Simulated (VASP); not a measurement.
# InPt3C (Pm-3m) in VASP: notebook

InPt3C is run at these levels: PBE; tasks: single point.

Program: VASP 6.6.1. These are calculated values, not measurements. Logs are shortened: lines on timing, memory, paths and dates and some standing lists are left out, and cuts for length are marked.

### 1 The cell of the first run

The structure is cubic, space group Pm-3m (No. 221). The conventional cell has a = 4.081 Å, b = 4.081 Å, c = 4.081 Å, α = 90.00°, β = 90.00°, γ = 90.00°. Within 3.8 Å of In (site symmetry m-3m) lie 12 Pt at 2.89 Å and 8 C at 3.53 Å. Pt (site symmetry 4/mmm) has 2 C at 2.04 Å within 2.7 Å. Within 2.7 Å of C (site symmetry m-3m) lie 6 Pt at 2.04 Å.

### 2 Single point, PBE

INCAR reads:

```
SYSTEM = InPt3C
ALGO = Normal
EDIFF = 1E-6
ENCUT = 520
GGA = PE
ISIF = 2
ISMEAR = 0
LASPH = .TRUE.
LCHARG = .FALSE.
LREAL = .FALSE.
LWAVE = .FALSE.
NBANDS = 32
NELM = 80
PREC = Accurate
SIGMA = 0.1
```

KPOINTS reads:

```
k-points
0
G
  6 6 6
  0 0 0
```

POSCAR reads:

```
InPt3C
1.0
    4.0809385378      0.0000000000      0.0000000000
    0.0000000000      4.0809385378      0.0000000000
    0.0000000000      0.0000000000      4.0809385378
In Pt C
1 3 1
Direct
    0.0000000000      0.0000000000      0.0000000000
    0.5000000000      0.0000000000      0.5000000000
    0.5000000000      0.5000000000      0.0000000000
    0.0000000000      0.5000000000      0.5000000000
    0.5000000000      0.5000000000      0.5000000000
```

Potentials or basis: VASP PAW PBE potentials, release 64 (In_d, Pt, C).

Run with:

```
$ cat potpaw_PBE.64/In_d/POTCAR potpaw_PBE.64/Pt/POTCAR potpaw_PBE.64/C/POTCAR > POTCAR
$ mpirun -np 1 vasp_std > vasp.out
```

OUTCAR:

```text
SYSTEM = InPt3C
   EDIFF = 1E-6
   ENCUT = 520
   GGA = PE
   ISIF = 2
   ISMEAR = 0
   LASPH = .TRUE.
   LREAL = .FALSE.
   NELM = 80
   PREC = Accurate

 ion  position               nearest neighbor table
   1  0.000  0.000  0.000-   2 2.89   3 2.89   4 2.89   2 2.89   4 2.89   3 2.89   4 2.89   4 2.89
                             2 2.89   3 2.89   2 2.89   3 2.89
   2  0.500  0.000  0.500-   5 2.04   5 2.04   4 2.89   1 2.89   1 2.89   3 2.89   3 2.89   4 2.89
                             3 2.89   3 2.89   1 2.89   4 2.89   1 2.89   4 2.89
   3  0.500  0.500  0.000-   5 2.04   5 2.04   4 2.89   1 2.89   2 2.89   4 2.89   2 2.89   1 2.89
                             2 2.89   2 2.89   1 2.89   4 2.89   4 2.89   1 2.89
   4  0.000  0.500  0.500-   5 2.04   5 2.04   3 2.89   1 2.89   1 2.89   3 2.89   1 2.89   2 2.89
                             1 2.89   2 2.89   3 2.89   2 2.89   3 2.89   2 2.89
   5  0.500  0.500  0.500-   2 2.04   3 2.04   4 2.04   3 2.04   2 2.04   4 2.04

  LATTYP: Found a simple cubic cell.
 ALAT       =     4.0809385378

  Lattice vectors:

 A1 = (   4.0809385378,   0.0000000000,   0.0000000000)
 A2 = (   0.0000000000,   4.0809385378,   0.0000000000)
 A3 = (   0.0000000000,   0.0000000000,   4.0809385378)

Analysis of symmetry for initial positions (statically):
=====================================================================
 Subroutine PRICEL returns:
 Original cell was already a primitive cell.

 Routine SETGRP: Setting up the symmetry group for a
 simple cubic supercell.

 Subroutine GETGRP returns: Found 48 space group operations
[... 9 lines left out ...]

 Routine SETGRP: Setting up the symmetry group for a
 simple cubic supercell.

 Subroutine GETGRP returns: Found 48 space group operations
[... 11 lines left out ...]
                                     Primitive cell

  volume of cell :      67.9642

  direct lattice vectors                    reciprocal lattice vectors
     4.080938538  0.000000000  0.000000000     0.245041671  0.000000000  0.000000000
     0.000000000  4.080938538  0.000000000     0.000000000  0.245041671  0.000000000
     0.000000000  0.000000000  4.080938538     0.000000000  0.000000000  0.245041671

  length of vectors
     4.080938538  4.080938538  4.080938538     0.245041671  0.245041671  0.245041671

  position of ions in fractional coordinates (direct lattice)
     0.000000000  0.000000000  0.000000000
     0.500000000  0.000000000  0.500000000
     0.500000000  0.500000000  0.000000000
     0.000000000  0.500000000  0.500000000
     0.500000000  0.500000000  0.500000000

  ion indices of the primitive-cell ions
   primitive index   ion index
                 1           1
                 2           2
                 3           3
                 4           4
                 5           5

----------------------------------------------------------------------------------------

 KPOINTS: k-points

Automatic generation of k-mesh.
 Grid dimensions read from file:
 generate k-points for:    6    6    6

 Generating k-lattice:

  Cartesian coordinates                     Fractional coordinates (reciprocal lattice)
     0.040840279  0.000000000  0.000000000     0.166666667  0.000000000  0.000000000
     0.000000000  0.040840279  0.000000000     0.000000000  0.166666667  0.000000000
     0.000000000  0.000000000  0.040840279     0.000000000  0.000000000  0.166666667

  Length of vectors
     0.040840279  0.040840279  0.040840279

  Shift w.r.t. Gamma in fractional coordinates (k-lattice)
     0.000000000  0.000000000  0.000000000

 Subroutine IBZKPT returns following result:
 ===========================================

 Found     20 irreducible k-points:

 Following reciprocal coordinates:
            Coordinates               Weight
  0.000000  0.000000  0.000000      1.000000
  0.166667  0.000000  0.000000      6.000000
  0.333333  0.000000  0.000000      6.000000
  0.500000  0.000000  0.000000      3.000000
  0.166667  0.166667  0.000000     12.000000
  0.333333  0.166667  0.000000     24.000000
[... 12 lines left out ...]
  0.500000  0.500000  0.333333      6.000000
  0.500000  0.500000  0.500000      1.000000
   k-points           NKPTS =     20   k-points in BZ     NKDIM =     20   number of bands    NBANDS=     32
   number of dos      NEDOS =    301   number of ions     NIONS =      5
   total plane-waves  NPLWV =  27000
   dimension x,y,z NGX =    30 NGY =   30 NGZ =   30
   dimension x,y,z NGXF=    60 NGYF=   60 NGZF=   60
   ions per type =               1   3   1
   NGX,Y,Z   is equivalent  to a cutoff of  12.22, 12.22, 12.22 a.u.
   NGXF,Y,Z  is equivalent  to a cutoff of  24.44, 24.44, 24.44 a.u.
 SYSTEM =  InPt3C
   PREC   = accura    normal or accurate (medium, high low for compatibility)
   ISTART =      0    job   : 0-new  1-cont  2-samecut
   ICHARG =      2    charge: 1-file 2-atom 10-const
   ISPIN  =      1    spin polarized calculation?
   LNONCOLLINEAR =      F non collinear calculations
   LSORBIT =      F    spin-orbit coupling
   LASPH  =      T    aspherical Exc in radial PAW
   ENCUT  =  520.0 eV  38.22 Ry    6.18 a.u.   7.59  7.59  7.59*2*pi/ulx,y,z
   NELM   =     80;   NELMIN=  2; NELMDL= -5     # of ELM steps
   EDIFF  = 0.1E-05   stopping-criterion for ELM
   LREAL  =      F    real-space projection
   EDIFFG = 0.1E-04   stopping-criterion for IOM
   NSW    =      0    number of steps for IOM
   IBRION =     -1    ionic relax: 0-MD 1-quasi-New 2-CG
   NFREE  =      0    steps in history (QN), initial steepest desc. (CG)
   ISIF   =      2    stress and relaxation
   ISYM   =      2    0-nonsym 1-usesym 2-fastsym
   POTIM  = 0.5000    time-step for ionic-motion
   TEBEG  =    0.0;   TEEND  =   0.0 temperature during run
   PSTRESS=    0.0 pullay stress
   NELECT =      47.0000    total number of electrons
   NUPDOWN=      -1.0000    fix difference up-down
   EMIN   =  10.00;   EMAX   =-10.00  energy-range for DOS
   EFERMI =   0.00;   METHOD = LEGACY
   ISMEAR =     0;   SIGMA  =   0.10  broadening in eV -4-tet -1-fermi 0-gaus
   EFERMI_NEDOS =   21; number of points for ismear=-14 and -15
   IALGO  =     38    algorithm
   IMIX   =      4    mixing-type and parameters
     AMIX     =   0.40;   BMIX     =  1.00
     AMIX_MAG =   1.60;   BMIX_MAG =  1.00
  volume/ion in A,a.u.               =      13.59        91.73
  Fermi-wavevector in a.u.,A,eV,Ry     =   1.447707  2.735770 28.515853  2.095856
  Thomas-Fermi vector in A             =   2.565631
   LORBIT       =      0    0 simple, 1 ext, 2 COOP (PROOUT), +10 PAW based schemes
   GGA     = PE    functional components
   LHFCALC =     F    Hartree Fock is set to
   AEXX    =    0.0000 exact exchange contribution
   IVDW    =     0    specifies the selected vdW correction
   LEPSILON=     F    determine dielectric tensor
   LRPA    =     F    only Hartree local field effects (RPA)
 non-spin polarized calculation
 Gauss-broadening in eV      SIGMA  =   0.10
  energy-cutoff  :      520.00
  volume of cell :       67.96
 maximum number of plane-waves:      1856
   NGX = 15   NGY = 15   NGZ = 15

 number of electron      46.9999982 magnetization

 Free energy of the ion-electron system (eV)
  ---------------------------------------------------
  ext. energy  EPLUGINS =         0.00000000
  ---------------------------------------------------
  free energy    TOTEN  =       -28.01329299 eV

  energy without entropy =      -27.99628673  energy(sigma->0) =      -28.00478986

 E-fermi :  12.4861     XC(G=0): -13.1604

 val. band max:       12.4398566344   @ k =   0.5000   0.3333   0.3333
 cond. band min:      12.4894256755   @ k =   0.3333   0.1667   0.0000
 fundamental gap:      0.0495690411
 Fermi energy:        12.4860783861

 k-point     1 :       0.0000    0.0000    0.0000
  band No.  band energies     occupation
      1      -3.5823      2.00000
      2      -3.0472      2.00000
      3      -3.0472      2.00000
      4      -3.0098      2.00000
      5      -3.0098      2.00000
      6      -3.0098      2.00000
[... 24 lines left out ...]
     31      20.1148      0.00000
     32      21.5871      0.00000

 k-point     2 :       0.1667    0.0000    0.0000
  band No.  band energies     occupation
      1      -3.3628      2.00000
      2      -3.0351      2.00000
      3      -3.0201      2.00000
      4      -3.0066      2.00000
      5      -2.9997      2.00000
      6      -2.9997      2.00000
[... 24 lines left out ...]
     31      20.7889      0.00000
     32      20.8335      0.00000

 k-point     3 :       0.3333    0.0000    0.0000
  band No.  band energies     occupation
      1      -3.0110      2.00000
      2      -3.0002      2.00000
      3      -2.9792      2.00000
      4      -2.9792      2.00000
      5      -2.9665      2.00000
      6      -2.8356      2.00000
[... 24 lines left out ...]
     31      20.3012      0.00000
     32      20.3012      0.00000

 k-point     4 :       0.5000    0.0000    0.0000
  band No.  band energies     occupation
      1      -2.9990      2.00000
      2      -2.9969      2.00000
      3      -2.9688      2.00000
      4      -2.9688      2.00000
      5      -2.9387      2.00000
      6      -2.5039      2.00000
[... 24 lines left out ...]
     31      19.2729      0.00000
     32      19.5132      0.00000

 k-point     5 :       0.1667    0.1667    0.0000
  band No.  band energies     occupation
      1      -3.1587      2.00000
      2      -3.0220      2.00000
      3      -3.0012      2.00000
      4      -2.9988      2.00000
      5      -2.9954      2.00000
      6      -2.9754      2.00000
[... 444 lines left out ...]
     31      19.8644      0.00000
     32      23.5248      0.00000

 k-point    18 :       0.5000    0.3333    0.3333
  band No.  band energies     occupation
      1      -3.0485      2.00000
      2      -3.0407      2.00000
      3      -3.0276      2.00000
      4      -2.9159      2.00000
      5      -2.8938      2.00000
      6      -0.7742      2.00000
[... 24 lines left out ...]
     31      21.4038      0.00000
     32      23.0183      0.00000

 k-point    19 :       0.5000    0.5000    0.3333
  band No.  band energies     occupation
      1      -3.0685      2.00000
      2      -3.0430      2.00000
      3      -3.0430      2.00000
      4      -2.9091      2.00000
      5      -2.8868      2.00000
      6      -0.3028      2.00000
[... 24 lines left out ...]
     31      21.8038      0.00000
     32      21.9217      0.00000

 k-point    20 :       0.5000    0.5000    0.5000
  band No.  band energies     occupation
      1      -3.0677      2.00000
      2      -3.0677      2.00000
      3      -3.0677      2.00000
      4      -2.8922      2.00000
      5      -2.8922      2.00000
      6       0.2607      2.00000
[... 24 lines left out ...]
     31      22.1500      0.00000
     32      22.1500      0.00000

------------------------ aborting loop because EDIFF is reached ----------------------------------------

  FORCE on cell =-STRESS in cart. coord.  units (eV):
  Direction    XX          YY          ZZ          XY          YZ          ZX
  --------------------------------------------------------------------------------------
  -------------------------------------------------------------------------------------
  Total       13.8280790     13.8280790     13.8280790      0.0000000      0.0000000     -0.0000000
  in kB      325.9809874    325.9809874    325.9809874      0.0000000      0.0000000     -0.0000000
  external PRESSURE =     325.9809874 kB  Pullay stress =       0.0000000 kB

 VOLUME and BASIS-vectors are now :
 -----------------------------------------------------------------------------
  energy-cutoff  :      520.00
  volume of cell :       67.96
      direct lattice vectors                 reciprocal lattice vectors
     4.080938538  0.000000000  0.000000000     0.245041671  0.000000000  0.000000000
     0.000000000  4.080938538  0.000000000     0.000000000  0.245041671  0.000000000
     0.000000000  0.000000000  4.080938538     0.000000000  0.000000000  0.245041671

 POSITION                                       TOTAL-FORCE (eV/Angst)
 -----------------------------------------------------------------------------------
      0.00000      0.00000      0.00000         0.000000      0.000000      0.000000
      2.04047      0.00000      2.04047         0.000000      0.000000      0.000000
      2.04047      2.04047      0.00000         0.000000      0.000000      0.000000
      0.00000      2.04047      2.04047         0.000000      0.000000      0.000000
      2.04047      2.04047      2.04047         0.000000      0.000000      0.000000
 -----------------------------------------------------------------------------------
    total drift:                                0.000000      0.000000     -0.000000

  FREE ENERGIE OF THE ION-ELECTRON SYSTEM (eV)
  ---------------------------------------------------
  free  energy   TOTEN  =       -28.0132929913 eV

  energy  without entropy=      -27.9962867297  energy(sigma->0) =      -28.00478986
```

Run time: 37 s. Hardware: 1 thread of Intel Xeon Platinum 8259CL at 2.50GHz (Skylake/Cascade Lake), shared host; peak memory 0.19 GiB.

Results:

| Quantity | Value |
| --- | --- |
| Free energy | -28.0133 eV |
| Pressure | 32.6 GPa |

Levels at points of the mesh, in eV from the Fermi level:
```
           k point  band 20  band 21  band 22  band 23  band 24  band 25  band 26  band 27  band 28  band 29
(0.00, 0.00, 0.00)    -3.05    -1.10    -1.01    -1.01    -1.01     1.25     1.25     1.25     3.06     4.56
(0.50, 0.00, 0.00)    -3.22    -2.58    -1.01    -0.39    -0.39     1.40     3.48     3.99     4.26     4.26
(0.50, 0.50, 0.00)    -2.95    -2.61    -1.70    -0.50    -0.50     0.96     2.47     5.19     5.19     5.33
(0.50, 0.50, 0.50)    -2.55    -2.55    -1.27    -1.27    -1.27     1.21     1.21     1.21     1.56     7.84
```

Caveat: spin-orbit coupling is left out, which moves the levels of the heavy elements.

(Part 1 of 2 ends here.)
